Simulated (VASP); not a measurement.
# GaN (F-43m) in VASP: notebook, part 2 of 2

VASP 6.6.1. The steps go on from the part before.

## 3. Single point, PBE

This run uses another cell than the first one, of 11.76 Å³/atom, 1.064 times its volume.

INCAR

```
PREC     = Accurate       # precision mode
ENCUT    = 520            # plane-wave cutoff, eV
EDIFF    = 1E-7           # SCF threshold, eV
ISMEAR   = 0              # smearing method
SIGMA    = 0.01           # smearing width, eV
LREAL    = False          # projectors in reciprocal space
LASPH    = True           # aspherical terms in the spheres
NELM     = 60             # most SCF steps
ALGO     = Normal         # electronic algorithm
ISIF     = 2              # what is computed and relaxed
LWAVE    = False          # write WAVECAR
LCHARG   = False          # write CHGCAR
GGA      = PE             # functional
NBANDS   = 16             # bands
```

KPOINTS

```
Automatic mesh
0
Gamma
  8 8 8
```

POSCAR

```
GaN
1.0
    0.0000000000      2.2742071940      2.2742071940
    2.2742071940      0.0000000000      2.2742071940
    2.2742071940      2.2742071940      0.0000000000
Ga N
1 1
Direct
    0.0000000000      0.0000000000      0.0000000000
    0.7500000000      0.7500000000      0.7500000000
```

Potentials or basis: VASP PAW PBE potentials, release 64 (Ga_d, N).

Started as:

```console
cat potpaw_PBE.64/Ga_d/POTCAR potpaw_PBE.64/N/POTCAR > POTCAR
mpirun -np 1 vasp_std > vasp.out
```

It took 4.3 s on 1 thread of Intel Xeon 6975P-C (Granite Rapids), shared host; peak memory 0.14 GiB.

It converged, with:

| Item | Value |
| --- | --- |
| Free energy | -12.1531 eV |
| Pressure | 0.1 GPa |
| Band gap on the k mesh | 1.55 eV, direct |

Levels at points of the mesh, in eV from the valence-band top:
```tsv
k point	band 6	band 7	band 8	band 9	band 10	band 11	band 12	band 13
(0.00, 0.00, 0.00)	-13.13	0.00	0.00	0.00	1.55	10.13	10.13	10.13
(0.50, 0.00, 0.00)	-11.88	-6.86	-0.93	-0.93	4.45	8.59	10.22	10.22
(0.50, 0.50, 0.00)	-11.45	-6.01	-2.61	-2.61	3.34	6.50	11.52	13.67
```

## 4. Single point, PBE (volume changed by -3%)

INCAR

```
SYSTEM = GaN
PREC = Accurate
ENCUT = 520
EDIFF = 1E-6
ISMEAR = 0
SIGMA = 0.01
LREAL = .FALSE.
LASPH = .TRUE.
NELM = 80
ALGO = Normal
ISIF = 2
LWAVE = .FALSE.
LCHARG = .FALSE.
GGA = PE
NBANDS = 16
```

KPOINTS

```
Automatic mesh
0
G
  8 8 8
  0 0 0
```

POSCAR

```
GaN
1.0
    0.0000000000      2.2512338335      2.2512338335
    2.2512338335      0.0000000000      2.2512338335
    2.2512338335      2.2512338335      0.0000000000
Ga N
1 1
Direct
    0.0000000000      0.0000000000      0.0000000000
    0.7500000000      0.7500000000      0.7500000000
```

Potentials or basis: VASP PAW PBE potentials, release 64 (Ga_d, N).

Started as:

```console
cat potpaw_PBE.64/Ga_d/POTCAR potpaw_PBE.64/N/POTCAR > POTCAR
mpirun -np 1 vasp_std > vasp.out
```

OUTCAR:

```text
SYSTEM = GaN
   PREC = Accurate
   ENCUT = 520
   EDIFF = 1E-6
   ISMEAR = 0
   LREAL = .FALSE.
   LASPH = .TRUE.
   NELM = 80
   ISIF = 2
   GGA = PE

 ion  position               nearest neighbor table
   1  0.000  0.000  0.000-   2 1.95   2 1.95   2 1.95   2 1.95
   2  0.750  0.750  0.750-   1 1.95   1 1.95   1 1.95   1 1.95

  LATTYP: Found a face centered cubic cell.
 ALAT       =     4.5024676670

  Lattice vectors:

 A1 = (   0.0000000000,   2.2512338335,   2.2512338335)
[... 641 lines left out ...]

------------------------ aborting loop because EDIFF is reached ----------------------------------------

  FORCE on cell =-STRESS in cart. coord.  units (eV):
  Direction    XX          YY          ZZ          XY          YZ          ZX
  --------------------------------------------------------------------------------------
  -------------------------------------------------------------------------------------
  Total        0.8074961      0.8074961      0.8074961     -0.0000000     -0.0000000      0.0000000
  in kB       56.6968838     56.6968838     56.6968838     -0.0000000     -0.0000000      0.0000000
  external PRESSURE =      56.6968838 kB  Pullay stress =       0.0000000 kB

 VOLUME and BASIS-vectors are now :
 -----------------------------------------------------------------------------
  energy-cutoff  :      520.00
  volume of cell :       22.82
      direct lattice vectors                 reciprocal lattice vectors
     0.000000000  2.251233834  2.251233834    -0.222100429  0.222100429  0.222100429
     2.251233834  0.000000000  2.251233834     0.222100429 -0.222100429  0.222100429
     2.251233834  2.251233834  0.000000000     0.222100429  0.222100429 -0.222100429

 POSITION                                       TOTAL-FORCE (eV/Angst)
 -----------------------------------------------------------------------------------
      0.00000      0.00000      0.00000         0.000000     -0.000000      0.000000
      3.37685      3.37685      3.37685        -0.000000      0.000000     -0.000000
 -----------------------------------------------------------------------------------
    total drift:                               -0.000002     -0.000002     -0.000002

  FREE ENERGIE OF THE ION-ELECTRON SYSTEM (eV)
  ---------------------------------------------------
  free  energy   TOTEN  =       -12.1404229743 eV

  energy  without entropy=      -12.1404229743  energy(sigma->0) =      -12.14042297
```

OSZICAR:

```text
N       E                     dE             d eps       ncg     rms          rms(c)
DAV:   1     0.890403153507E+02    0.89040E+02   -0.94170E+03  1040   0.204E+03
DAV:   2    -0.765319034200E+01   -0.96694E+02   -0.89774E+02  1032   0.342E+02
DAV:   3    -0.140633086114E+02   -0.64101E+01   -0.63760E+01  1064   0.737E+01
DAV:   4    -0.141452435815E+02   -0.81935E-01   -0.81917E-01  1184   0.914E+00
DAV:   5    -0.141462650268E+02   -0.10214E-02   -0.10214E-02  1088   0.907E-01    0.773E+00
DAV:   6    -0.121392298559E+02    0.20070E+01   -0.49225E+00  1408   0.398E+01    0.268E+00
DAV:   7    -0.121480112112E+02   -0.87814E-02   -0.32050E-01   992   0.655E+00    0.177E+00
DAV:   8    -0.121443550513E+02    0.36562E-02   -0.57412E-02  1104   0.328E+00    0.788E-01
DAV:   9    -0.121401646818E+02    0.41904E-02   -0.14569E-02  1368   0.276E+00    0.198E-01
DAV:  10    -0.121405217812E+02   -0.35710E-03   -0.15744E-03  1128   0.561E-01    0.967E-02
DAV:  11    -0.121404176858E+02    0.10410E-03   -0.30343E-04  1344   0.267E-01    0.873E-03
DAV:  12    -0.121404232320E+02   -0.55461E-05   -0.31769E-05  1064   0.546E-02    0.110E-02
DAV:  13    -0.121404229743E+02    0.25768E-06   -0.72562E-07   824   0.152E-02
   1 F= -.12140423E+02 E0= -.12140423E+02  d E =-.120663E-20
```

stdout:

```text
POSCAR found type information on POSCAR GaN
 POSCAR found :  2 types and       2 ions
 scaLAPACK will be used
 LDA part: xc-table for (Slater+PW92), standard interpolation
 POSCAR, INCAR and KPOINTS ok, starting setup
 FFT: planning ... GRIDC
 FFT: planning ... GRID_SOFT
 FFT: planning ... GRID
 WAVECAR not read
 entering main loop
```

It took 4.2 s on 1 thread of Intel Xeon 6975P-C (Granite Rapids), shared host; peak memory 0.13 GiB.

Results:

| Property | Result |
| --- | --- |
| Free energy | -12.1404 eV |
| Pressure | 5.7 GPa |
| Band gap on the k mesh | 1.74 eV, direct |

Caveat: the cell differs from its parent crystal (volume changed by -3%).

## 5. The runs side by side

```tsv
cell	gap on the mesh (eV)	pressure (GPa)
a = 3.151 Å, angles 60.0°, 2 atoms	1.95	12.2
a = 3.216 Å, angles 60.0°, 2 atoms	1.55	0.1
a = 3.184 Å, angles 60.0°, 2 atoms	1.74	5.7
```

Alike in all rows: task single point; level PBE; potentials or basis VASP PAW PBE potentials, release 64 (Ga_d, N); no spin polarisation; k mesh 8 × 8 × 8; cutoff (eV) 520; smearing gaussian 0.01 eV.

Absolute energies hang on the potentials; compare differences alone.
